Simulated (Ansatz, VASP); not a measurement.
One calculation of BeS, two programs

Contents of INCAR:

```
SYSTEM = BeS
PREC = Accurate
ENCUT = 520
EDIFF = 1E-6
ISMEAR = 0
SIGMA = 0.05
LREAL = .FALSE.
LASPH = .TRUE.
NELM = 80
ALGO = Normal
ISIF = 2
LWAVE = .FALSE.
LCHARG = .FALSE.
GGA = PS
NBANDS = 11
```

Contents of KPOINTS:

```
Automatic mesh
0
G
  10 10 10
  0 0 0
```

Contents of POSCAR:

```
BeS
1.0
    0.0000000000      2.5176529715      2.3993643110
    2.3993643110      0.0000000000      2.3993643110
    2.3993643110      2.5176529715      0.0000000000
Be S
1 1
Direct
    0.0000000000      0.0000000000      0.0000000000
    0.7500000000      0.7500000000      0.7500000000
```

Input for Ansatz:

```yaml
crystal:
  lattice:
    - [0.0, 2.5176529715, 2.399364311]
    - [2.399364311, 0.0, 2.399364311]
    - [2.399364311, 2.5176529715, 0.0]
  atoms:
    - { symbol: Be, position: [0.0, 0.0, 0.0] }
    - { symbol: S, position: [0.75, 0.75, 0.75] }
basis:
  ecutwfc: 520.0
kpoints:
  mp_grid: { grid: [10, 10, 10] }
hamiltonian:
  xc: pbesol
scf:
  occupations: { method: gaussian, width: 0.05 }
output:
  forces: true
  stress: true
  eigenvalues: true
```

Alike in both runs: task single point; functional PBEsol; k mesh 10 × 10 × 10; occupations gaussian, width 0.05 eV; no spin polarisation.

|  | VASP | Ansatz |
| --- | --- | --- |
| version | VASP 6.6.1 | Ansatz 0.2.0 |
| potentials or method | VASP PAW PBE potentials, release 64 (Be, S), cutoff 520 eV | scalar-relativistic, plane waves, PAW |
| valence electrons in the cell | 8 | 8 |

VASP gave:

* gap on the k mesh at the Fermi level (eV): 2.76
* least direct gap on the mesh (eV): 5.47
* pressure (GPa): -2.1
* traceless stress, the component that is largest in VASP (GPa): -3.24

Estimate Ansatz's values.

gap on the k mesh at the Fermi level (eV): 2.75; least direct gap on the mesh (eV): 5.45; pressure (GPa): -2.2; traceless stress, the component that is largest in VASP (GPa): -3.26.

VASP's potentials were made for PBE, not for PBEsol.
